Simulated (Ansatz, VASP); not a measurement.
C: VASP beside Ansatz

The input POSCAR:

```
C
1.0
    0.0000000000      1.7833700000      1.7833700000
    1.7833700000      0.0000000000      1.7833700000
    1.7833700000      1.7833700000      0.0000000000
C
2
Direct
    0.0000000000      0.0000000000      0.0000000000
    0.2500000000      0.2500000000      0.2500000000
```

The input INCAR.step1:

```
ALGO     = Normal         # electronic algorithm
EDIFF    = 1E-5           # SCF threshold, eV
ENCUT    = 660            # plane-wave cutoff, eV
GGA      = PE             # functional
GGA_COMPAT= False        
ISMEAR   = -1             # smearing method
LASPH    = True           # aspherical terms in the spheres
LCHARG   = False          # write CHGCAR
LREAL    = False          # projectors in reciprocal space
LWAVE    = True           # write WAVECAR
NBANDS   = 11             # bands
NELM     = 120            # most SCF steps
PREC     = Accurate       # precision mode
SIGMA    = 0.02           # smearing width, eV
```

Contents of INCAR.step2:

```
ALGO     = Normal         # electronic algorithm
EDIFF    = 1E-6           # SCF threshold, eV
ENCUT    = 660            # plane-wave cutoff, eV
GGA_COMPAT= False        
ISIF     = 2              # what is computed and relaxed
ISMEAR   = -1             # smearing method
ISTART   = 1            
LASPH    = True           # aspherical terms in the spheres
LCHARG   = False          # write CHGCAR
LMIXTAU  = True         
LREAL    = False          # projectors in reciprocal space
LWAVE    = False          # write WAVECAR
METAGGA  = R2SCAN         # meta-GGA
NBANDS   = 11             # bands
NELM     = 120            # most SCF steps
PREC     = Accurate       # precision mode
SIGMA    = 0.02           # smearing width, eV
```

File KPOINTS:

```
k-points
0
Gamma
  9 9 9
```

Input for Ansatz:

```yaml
crystal:
  lattice:
    - [0.0, 1.78337, 1.78337]
    - [1.78337, 0.0, 1.78337]
    - [1.78337, 1.78337, 0.0]
  atoms:
    - { symbol: C, position: [0.0, 0.0, 0.0] }
    - { symbol: C, position: [0.25, 0.25, 0.25] }
kpoints:
  mp_grid:
    grid: [9, 9, 9]
hamiltonian:
  xc: r2scan
  pseudopotentials:
    kind: nc
scf:
  algorithm: direct_min
  n_extra_bands: 16
  occupations:
    method: fermi_dirac
    width: 0.02
output:
  stress: true
```

Alike in both runs: task single point; functional r2SCAN; k mesh 9 × 9 × 9; occupations fermi-dirac, width 0.02 eV; no spin polarisation.

|  | VASP | Ansatz |
| --- | --- | --- |
| version | VASP 6.6.1 | Ansatz 0.2.0 |
| potentials or method | VASP PAW PBE potentials, release 64 (C) | plane waves, norm-conserving potentials |
| plane-wave cutoff (eV) | 660 | 1200 |
| valence electrons in the cell | 8 | 8 |

|  | VASP | Ansatz | Ansatz less VASP |
| --- | --- | --- | --- |
| gap on the k mesh at the Fermi level (eV) | 4.34 | 4.38 | +0.037 |
| pressure (GPa) | -2.3 | -2.6 | -0.26 |

VASP's potentials were made for PBE, not for r2SCAN.
